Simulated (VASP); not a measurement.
# In2S: relaxation of cell and atoms with PBE

The system is In2S.

```
In S
1.0
     3.98989    0.00000    0.00000
     0.00000    3.98989    0.00000
     0.00000    0.00000    5.41352
In S
2 1
Cartesian
  1.9949 0.0000 3.5802
  0.0000 1.9949 1.8333
  0.0000 0.0000 0.0000
```

This cell differs from its parent crystal: atoms taken out.

```
Program                : VASP 6.6.1
Task                   : relaxation of cell and atoms
Functional             : PBE
Potentials or basis    : VASP PAW PBE potentials, release 64 (In_d, S)
Cutoff                 : 600 eV
k mesh                 : 12 × 12 × 10
Occupations            : gaussian, width 0.1 eV
Spin                   : no spin polarisation
Dipole correction      : no
Further INCAR settings : ALGO = Normal; EDIFF = 1e-06; IBRION = 2; EDIFFG = -0.01; NSW = 100; ISIF = 3
```

The relaxed volume is 28.17 Å³/atom and the relaxed cell is a = 3.944 Å, b = 3.944 Å, c = 5.432 Å, α = 90.00°, β = 90.00°, γ = 90.00°. The space group after relaxing (to 0.1 Å) is P-4m2 (No. 115), the energy gained by relaxing is 1.1 meV/atom and the ionic steps are 8. The pressure after relaxing is 0.0 GPa, the largest force after relaxing is 0.009 eV/Å and the band gap on the k mesh is zero (bands 16 and 17 overlap by 2.87 eV).

Forces on the atoms (eV/Å):
```
In   0.000  0.000  0.009
In   0.000  0.000 -0.009
S    0.000  0.000  0.000
```

Step by step:
```csv
step,energy change (eV),largest force (eV/Å),pressure (GPa),volume (Å³)
1,0.0000,0.0048,-0.46,86.18
2,-0.0022,0.0325,-0.08,85.14
3,-0.0024,0.0502,0.10,84.66
4,-0.0032,0.0180,0.06,84.50
5,-0.0033,0.0004,0.05,84.41
6,-0.0033,0.0058,0.04,84.39
7,-0.0033,0.0074,0.05,84.38
8,-0.0034,0.0087,-0.01,84.52
```

Final structure:
```yaml
crystal:
  lattice:
    - [3.94444, 0.00000, 0.00000]
    - [0.00000, 3.94444, 0.00000]
    - [0.00000, 0.00000, 5.43235]
  atoms:
    - { symbol: In, position: [0.50000, 0.00000, 0.66068] }
    - { symbol: In, position: [0.00000, 0.50000, 0.33932] }
    - { symbol: S, position: [0.00000, 0.00000, 0.00000] }
```

Levels at points of the mesh, in eV from the Fermi level:
| k point | band 14 | band 15 | band 16 | band 17 | band 18 | band 19 |
| --- | --- | --- | --- | --- | --- | --- |
| (0.00, 0.00, 0.00) | -2.41 | -2.41 | 1.48 | 2.10 | 3.64 | 3.64 |
| (0.50, 0.00, 0.00) | -3.46 | -2.02 | -1.95 | 0.46 | 3.49 | 4.40 |
| (0.50, 0.50, 0.00) | -3.26 | -1.71 | -0.80 | -0.80 | -0.33 | 3.01 |
| (0.00, 0.00, 0.50) | -2.17 | -1.71 | -1.37 | 2.25 | 2.25 | 3.32 |
| (0.50, 0.00, 0.50) | -3.89 | -1.94 | -0.40 | 1.67 | 3.10 | 4.68 |
| (0.50, 0.50, 0.50) | -4.37 | -1.93 | -1.93 | -1.17 | 1.43 | 2.66 |

Run time: 11 min on 1 thread of AMD EPYC 9R45 96-Core Processor (Zen 5) (shared host), peak memory 0.43 GiB.

Caveat: the cell differs from its parent crystal (atoms taken out); spin-orbit coupling is left out, which moves the levels of the heavy elements.
